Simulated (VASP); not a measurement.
**P: single point with r2SCAN**

The system is P.

```xyz
1
Lattice="2.4617 0.0000 0.0000 0.0000 2.4617 0.0000 0.0000 0.0000 2.4315" Properties=species:S:1:pos:R:3 pbc="T T T"
P     0.0000    0.0000    0.0000
```

This cell differs from its parent crystal: biaxial strain in the a-b plane: +1.0 %, then relaxed in part.

* Program: VASP 6.6.1
* Task: single point
* Functional: r2SCAN
* Potentials or basis: VASP PAW PBE potentials, release 64 (P)
* Cutoff: 520 eV
* k mesh: 22 × 22 × 22
* Occupations: gaussian, width 0.1 eV
* Spin: no spin polarisation

```
Pressure               : -2.7 GPa
Band gap on the k mesh : zero (an odd number of electrons rules out a gap without spin polarisation)
```

Stress tensor (GPa, compression positive):
```
-3.85  0.00  0.00
 0.00 -3.85  0.00
 0.00  0.00 -0.49
```

Levels at points of the mesh, in eV from the Fermi level:
```csv
k point,band 1,band 2,band 3,band 4,band 5,band 6
"(0.00, 0.00, 0.00)",-17.18,5.11,5.11,5.66,7.14,7.28
"(0.50, 0.00, 0.00)",-12.80,-8.92,8.01,8.55,9.79,15.01
"(0.50, 0.50, 0.00)",-8.00,-5.54,-5.54,1.40,11.26,18.03
"(0.00, 0.00, 0.50)",-12.55,-8.94,8.20,8.20,9.87,14.95
"(0.50, 0.00, 0.50)",-7.71,-5.60,-5.36,1.42,10.91,17.52
"(0.50, 0.50, 0.50)",-2.51,-2.25,-2.25,-1.59,5.07,5.07
```

Run time: 2.5 min on 1 thread of Oxide Virtual Turin-like Processor, on a shared host, peak memory 0.16 GiB.

Caveat: the cell differs from its parent crystal (biaxial strain in the a-b plane: +1.0 %, then relaxed in part); the PAW data sets were made with another functional, which shifts forces and pressure a little.
